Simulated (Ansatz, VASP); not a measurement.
## One calculation of AlCu4, two programs

```
CELL_PARAMETERS angstrom
6.16180 0.00000 0.00000
0.00000 6.16180 0.00000
0.00000 0.00000 6.16180
ATOMIC_POSITIONS crystal
Al 0.43979 0.93979 0.56021
Al 0.93979 0.56021 0.43979
Al 0.56021 0.43979 0.93979
Al 0.06021 0.06021 0.06021
Cu 0.80882 0.30882 0.19118
Cu 0.30882 0.19118 0.80882
Cu 0.19118 0.80882 0.30882
Cu 0.69118 0.69118 0.69118
Cu 0.04717 0.87534 0.70093
Cu 0.29907 0.54717 0.62466
Cu 0.37534 0.79907 0.95283
Cu 0.54717 0.62466 0.29907
Cu 0.79907 0.95283 0.37534
Cu 0.87534 0.70093 0.04717
Cu 0.95283 0.37534 0.79907
Cu 0.70093 0.04717 0.87534
Cu 0.62466 0.29907 0.54717
Cu 0.45283 0.12466 0.20093
Cu 0.20093 0.45283 0.12466
Cu 0.12466 0.20093 0.45283
```

Alike in both runs: functional PBEsol; k mesh 6 × 6 × 6; occupations gaussian, width 0.1 eV; no spin polarisation.

Ansatz relaxed the structure, and its values are those at the end. VASP's run is a single point on that final structure, the one shown.

```csv
,VASP,Ansatz
version,VASP 6.6.1,Ansatz 0.2.0
potentials or method,"VASP PAW PBE potentials, release 64 (Al, Cu), cutoff 520 eV","scalar-relativistic, plane waves, PAW"
valence electrons in the cell,188,316
```

Ansatz gave:

* gap on the k mesh at the Fermi level (eV): none
* pressure (GPa): 4.8
* rms of the force components (eV/Å): 0.004

Task: What did VASP give for the same quantities?

Result: gap on the k mesh at the Fermi level (eV): none; pressure (GPa): 5.4; rms of the force components (eV/Å): 0.005.

VASP's potentials were made for PBE, not for PBEsol. A gap of «none» marks a metal or a gap that the smearing closes. With one functional, cell and mesh, what is left measures potentials, basis and numerics. VASP's potentials hold 188 valence electrons a cell and Ansatz's 316, so a difference there can come from the potentials and not from the codes. Ansatz's warnings: stress scf threshold loose.
